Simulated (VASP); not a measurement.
# SnO2 (Fm-3m) in VASP: single point with PBE

Aim: the single point of SnO2 with PBE.

Everything below comes from runs of VASP 6.6.1. Logs are shortened: lines on timing, memory, paths and dates and some standing lists are left out, and cuts for length are marked.

## Step 1: The cell of the first run

It takes space group Fm-3m (No. 225, cubic). The conventional cell has a = 5.067 Å, b = 5.067 Å, c = 5.067 Å, α = 90.00°, β = 90.00°, γ = 90.00°. Within 2.9 Å of Sn (site symmetry m-3m) lie 8 O at 2.19 Å. O (site symmetry -43m) has 4 Sn at 2.19 Å and 6 O at 2.53 Å within 2.9 Å.

## Step 2: Single point, PBE

Contents of INCAR:

```
SYSTEM = SnO2
PREC = Accurate ; ENCUT = 600
EDIFF = 1E-6 ; ISMEAR = 0
SIGMA = 0.01 ; LREAL = .FALSE.
LASPH = .TRUE. ; NELM = 120
ALGO = Normal ; ISIF = 2
LWAVE = .FALSE. ; LCHARG = .FALSE.
GGA = PE ; NBANDS = 20
GGA_COMPAT = .FALSE.
```

Contents of KPOINTS:

```
Automatic mesh
0
G
  6 6 6
  0 0 0
```

Contents of POSCAR:

```
SnO2
1.0
    0.0000000000      2.5334669704      2.5334669704
    2.5334669704      0.0000000000      2.5334669704
    2.5334669704      2.5334669704      0.0000000000
Sn O
1 2
Direct
    0.0000000000      0.0000000000      0.0000000000
    0.2500000000      0.2500000000      0.2500000000
    0.7500000000      0.7500000000      0.7500000000
```

Potentials or basis: VASP PAW PBE potentials, release 64 (Sn_d, O).

Launch:

```sh
cat potpaw_PBE.64/Sn_d/POTCAR potpaw_PBE.64/O/POTCAR > POTCAR
mpirun -np 1 vasp_std > vasp.out
```

OUTCAR:

```text
SYSTEM = SnO2
   PREC = Accurate
   ENCUT = 600
   EDIFF = 1E-6
   ISMEAR = 0
   LREAL = .FALSE.
   LASPH = .TRUE.
   NELM = 120
   ISIF = 2
   GGA = PE

 ion  position               nearest neighbor table
   1  0.000  0.000  0.000-   3 2.19   3 2.19   3 2.19   2 2.19   3 2.19   2 2.19   2 2.19   2 2.19

   2  0.250  0.250  0.250-   1 2.19   1 2.19   1 2.19   1 2.19
   3  0.750  0.750  0.750-   1 2.19   1 2.19   1 2.19   1 2.19

  LATTYP: Found a face centered cubic cell.
 ALAT       =     5.0669339408

  Lattice vectors:

 A1 = (   0.0000000000,   2.5334669704,   2.5334669704)
 A2 = (   2.5334669704,   0.0000000000,   2.5334669704)
 A3 = (   2.5334669704,   2.5334669704,   0.0000000000)

Analysis of symmetry for initial positions (statically):
=====================================================================
 Subroutine PRICEL returns:
 Original cell was already a primitive cell.

 Routine SETGRP: Setting up the symmetry group for a
 face centered cubic supercell.

 Subroutine GETGRP returns: Found 48 space group operations
 (whereof 48 operations were pure point group operations)
 out of a pool of 48 trial point group operations.

The static configuration has the point symmetry O_h .

Analysis of symmetry for dynamics (positions and initial velocities):
=====================================================================
 Subroutine PRICEL returns:
 Original cell was already a primitive cell.

 Routine SETGRP: Setting up the symmetry group for a
 face centered cubic supercell.

 Subroutine GETGRP returns: Found 48 space group operations
 (whereof 48 operations were pure point group operations)
 out of a pool of 48 trial point group operations.

The dynamic configuration has the point symmetry O_h .

 Subroutine INISYM returns: Found 48 space group operations
 (whereof 48 operations are pure point group operations),
 and found     1 'primitive' translations

----------------------------------------------------------------------------------------

                                     Primitive cell

  volume of cell :      32.5219

  direct lattice vectors                    reciprocal lattice vectors
     0.000000000  2.533466970  2.533466970    -0.197358010  0.197358010  0.197358010
     2.533466970  0.000000000  2.533466970     0.197358010 -0.197358010  0.197358010
     2.533466970  2.533466970  0.000000000     0.197358010  0.197358010 -0.197358010

  length of vectors
     3.582863349  3.582863349  3.582863349     0.341834101  0.341834101  0.341834101

  position of ions in fractional coordinates (direct lattice)
     0.000000000  0.000000000  0.000000000
     0.250000000  0.250000000  0.250000000
     0.750000000  0.750000000  0.750000000

  ion indices of the primitive-cell ions
   primitive index   ion index
                 1           1
                 2           2
                 3           3

----------------------------------------------------------------------------------------

 KPOINTS: Automatic mesh

Automatic generation of k-mesh.
 Grid dimensions read from file:
 generate k-points for:    6    6    6

 Generating k-lattice:

  Cartesian coordinates                     Fractional coordinates (reciprocal lattice)
    -0.032893002  0.032893002  0.032893002     0.166666667  0.000000000  0.000000000
     0.032893002 -0.032893002  0.032893002     0.000000000  0.166666667  0.000000000
     0.032893002  0.032893002 -0.032893002     0.000000000  0.000000000  0.166666667

  Length of vectors
     0.056972350  0.056972350  0.056972350

  Shift w.r.t. Gamma in fractional coordinates (k-lattice)
     0.000000000  0.000000000  0.000000000

 Subroutine IBZKPT returns following result:
 ===========================================

 Found     16 irreducible k-points:

 Following reciprocal coordinates:
            Coordinates               Weight
  0.000000  0.000000  0.000000      1.000000
  0.166667  0.000000  0.000000      8.000000
  0.333333  0.000000  0.000000      8.000000
  0.500000  0.000000  0.000000      4.000000
  0.166667  0.166667  0.000000      6.000000
  0.333333  0.166667  0.000000     24.000000
[... 8 lines left out ...]
 -0.333333  0.333333  0.166667     24.000000
 -0.333333  0.500000  0.166667     12.000000
   k-points           NKPTS =     16   k-points in BZ     NKDIM =     16   number of bands    NBANDS=     20
   number of dos      NEDOS =    301   number of ions     NIONS =      3
   total plane-waves  NPLWV =  27000
   dimension x,y,z NGX =    30 NGY =   30 NGZ =   30
   dimension x,y,z NGXF=    60 NGYF=   60 NGZF=   60
   ions per type =               1   2
   NGX,Y,Z   is equivalent  to a cutoff of  13.92, 13.92, 13.92 a.u.
   NGXF,Y,Z  is equivalent  to a cutoff of  27.84, 27.84, 27.84 a.u.
 SYSTEM =  SnO2
   PREC   = accura    normal or accurate (medium, high low for compatibility)
   ISTART =      0    job   : 0-new  1-cont  2-samecut
   ICHARG =      2    charge: 1-file 2-atom 10-const
   ISPIN  =      1    spin polarized calculation?
   LNONCOLLINEAR =      F non collinear calculations
   LSORBIT =      F    spin-orbit coupling
   LASPH  =      T    aspherical Exc in radial PAW
   ENCUT  =  600.0 eV  44.10 Ry    6.64 a.u.   7.16  7.16  7.16*2*pi/ulx,y,z
   NELM   =    120;   NELMIN=  2; NELMDL= -5     # of ELM steps
   EDIFF  = 0.1E-05   stopping-criterion for ELM
   LREAL  =      F    real-space projection
   EDIFFG = 0.1E-04   stopping-criterion for IOM
   NSW    =      0    number of steps for IOM
   IBRION =     -1    ionic relax: 0-MD 1-quasi-New 2-CG
   NFREE  =      0    steps in history (QN), initial steepest desc. (CG)
   ISIF   =      2    stress and relaxation
   ISYM   =      2    0-nonsym 1-usesym 2-fastsym
   POTIM  = 0.5000    time-step for ionic-motion
   TEBEG  =    0.0;   TEEND  =   0.0 temperature during run
   PSTRESS=    0.0 pullay stress
   NELECT =      26.0000    total number of electrons
   NUPDOWN=      -1.0000    fix difference up-down
   EMIN   =  10.00;   EMAX   =-10.00  energy-range for DOS
   EFERMI =   0.00;   METHOD = LEGACY
   ISMEAR =     0;   SIGMA  =   0.01  broadening in eV -4-tet -1-fermi 0-gaus
   EFERMI_NEDOS =   21; number of points for ismear=-14 and -15
   IALGO  =     38    algorithm
   IMIX   =      4    mixing-type and parameters
     AMIX     =   0.40;   BMIX     =  1.00
     AMIX_MAG =   1.60;   BMIX_MAG =  1.00
  volume/ion in A,a.u.               =      10.84        73.16
  Fermi-wavevector in a.u.,A,eV,Ry     =   1.519407  2.871262 31.410365  2.308597
  Thomas-Fermi vector in A             =   2.628397
   LORBIT       =      0    0 simple, 1 ext, 2 COOP (PROOUT), +10 PAW based schemes
   GGA     = PE    functional components
   LHFCALC =     F    Hartree Fock is set to
   AEXX    =    0.0000 exact exchange contribution
   IVDW    =     0    specifies the selected vdW correction
   LEPSILON=     F    determine dielectric tensor
   LRPA    =     F    only Hartree local field effects (RPA)
 non-spin polarized calculation
 Gauss-broadening in eV      SIGMA  =   0.01
  energy-cutoff  :      600.00
  volume of cell :       32.52
 maximum number of plane-waves:      1106
 NGX is ok and might be reduce to    30
   NGX = 15   NGY = 15   NGZ = 15

 number of electron      25.9999999 magnetization

 Free energy of the ion-electron system (eV)
  ---------------------------------------------------
  ext. energy  EPLUGINS =         0.00000000
  ---------------------------------------------------
  free energy    TOTEN  =       -17.87064708 eV

  energy without entropy =      -17.87064708  energy(sigma->0) =      -17.87064708

 E-fermi :   8.0750     XC(G=0): -11.9229

 val. band max:        8.0178606385   @ k =  -0.3333   0.5000   0.1667
 cond. band min:       8.3167447180   @ k =   0.0000   0.0000   0.0000
 fundamental gap:      0.2988840795
 Fermi energy:         8.0749616190

 k-point     1 :       0.0000    0.0000    0.0000
  band No.  band energies     occupation
      1     -12.5293      2.00000
      2     -12.5293      2.00000
      3     -12.5293      2.00000
      4     -12.3713      2.00000
      5     -12.3713      2.00000
      6     -11.6961      2.00000
[... 12 lines left out ...]
     19      23.3677      0.00000
     20      23.3677      0.00000

 k-point     2 :       0.1667    0.0000    0.0000
  band No.  band energies     occupation
      1     -12.6505      2.00000
      2     -12.5087      2.00000
      3     -12.5087      2.00000
      4     -12.3710      2.00000
      5     -12.3710      2.00000
      6     -11.3919      2.00000
[... 12 lines left out ...]
     19      23.4489      0.00000
     20      23.4489      0.00000

 k-point     3 :       0.3333    0.0000    0.0000
  band No.  band energies     occupation
      1     -12.9105      2.00000
      2     -12.4839      2.00000
      3     -12.4839      2.00000
      4     -12.3532      2.00000
      5     -12.3532      2.00000
      6     -10.4832      2.00000
[... 12 lines left out ...]
     19      23.5573      0.00000
     20      24.3711      0.00000

 k-point     4 :       0.5000    0.0000    0.0000
  band No.  band energies     occupation
      1     -13.0353      2.00000
      2     -12.4808      2.00000
      3     -12.4808      2.00000
      4     -12.3347      2.00000
      5     -12.3347      2.00000
      6      -9.5377      2.00000
[... 12 lines left out ...]
     19      23.4580      0.00000
     20      23.7536      0.00000

 k-point     5 :       0.1667    0.1667    0.0000
  band No.  band energies     occupation
      1     -12.6894      2.00000
      2     -12.4877      2.00000
      3     -12.4877      2.00000
      4     -12.3891      2.00000
      5     -12.3596      2.00000
      6     -11.3317      2.00000
[... 12 lines left out ...]
     19      23.6949      0.00000
     20      24.5698      0.00000
[... 169 lines left out ...]
      6      -9.9076      2.00000
[... 12 lines left out ...]
     19      25.2761      0.00000
     20      25.8483      0.00000

 k-point    14 :       0.5000    0.3333    0.1667
  band No.  band energies     occupation
      1     -12.9017      2.00000
      2     -12.6218      2.00000
      3     -12.4090      2.00000
      4     -12.4056      2.00000
      5     -12.3508      2.00000
      6      -9.8926      2.00000
[... 12 lines left out ...]
     19      24.2769      0.00000
     20      27.0201      0.00000

 k-point    15 :      -0.3333    0.3333    0.1667
  band No.  band energies     occupation
      1     -12.8747      2.00000
      2     -12.7425      2.00000
      3     -12.4060      2.00000
      4     -12.3933      2.00000
      5     -12.3487      2.00000
      6      -8.9382      2.00000
[... 12 lines left out ...]
     19      24.3477      0.00000
     20      27.1502      0.00000

 k-point    16 :      -0.3333    0.5000    0.1667
  band No.  band energies     occupation
      1     -12.9880      2.00000
      2     -12.6246      2.00000
      3     -12.4277      2.00000
      4     -12.3560      2.00000
      5     -12.3443      2.00000
      6      -9.3108      2.00000
[... 12 lines left out ...]
     19      25.3680      0.00000
     20      26.1608      0.00000

------------------------ aborting loop because EDIFF is reached ----------------------------------------

  FORCE on cell =-STRESS in cart. coord.  units (eV):
  Direction    XX          YY          ZZ          XY          YZ          ZX
  --------------------------------------------------------------------------------------
  -------------------------------------------------------------------------------------
  Total        1.9798052      1.9798052      1.9798052      0.0000000      0.0000000     -0.0000000
  in kB       97.5342879     97.5342879     97.5342879      0.0000000      0.0000000     -0.0000000
  external PRESSURE =      97.5342879 kB  Pullay stress =       0.0000000 kB

 VOLUME and BASIS-vectors are now :
 -----------------------------------------------------------------------------
  energy-cutoff  :      600.00
  volume of cell :       32.52
      direct lattice vectors                 reciprocal lattice vectors
     0.000000000  2.533466970  2.533466970    -0.197358010  0.197358010  0.197358010
     2.533466970  0.000000000  2.533466970     0.197358010 -0.197358010  0.197358010
     2.533466970  2.533466970  0.000000000     0.197358010  0.197358010 -0.197358010

 POSITION                                       TOTAL-FORCE (eV/Angst)
 -----------------------------------------------------------------------------------
      0.00000      0.00000      0.00000        -0.000000     -0.000000     -0.000000
      1.26673      1.26673      1.26673        -0.000000      0.000000      0.000000
      3.80020      3.80020      3.80020         0.000000     -0.000000     -0.000000
 -----------------------------------------------------------------------------------
    total drift:                                0.000000     -0.000000     -0.000000

  FREE ENERGIE OF THE ION-ELECTRON SYSTEM (eV)
  ---------------------------------------------------
  free  energy   TOTEN  =       -17.8706470848 eV

  energy  without entropy=      -17.8706470848  energy(sigma->0) =      -17.87064708
```

Run time: 15 s. Hardware: 1 thread of Intel Xeon 6975P-C, shared host; peak memory 0.17 GiB.

What came out:

| Property | Result |
| --- | --- |
| Free energy | -17.8706 eV |
| Pressure | 9.8 GPa |
| Band gap on the k mesh | 0.30 eV, indirect (least direct gap 1.68 eV) |

Caveat: spin-orbit coupling is left out, which moves the levels of the heavy elements. A k mesh can miss the band edges.
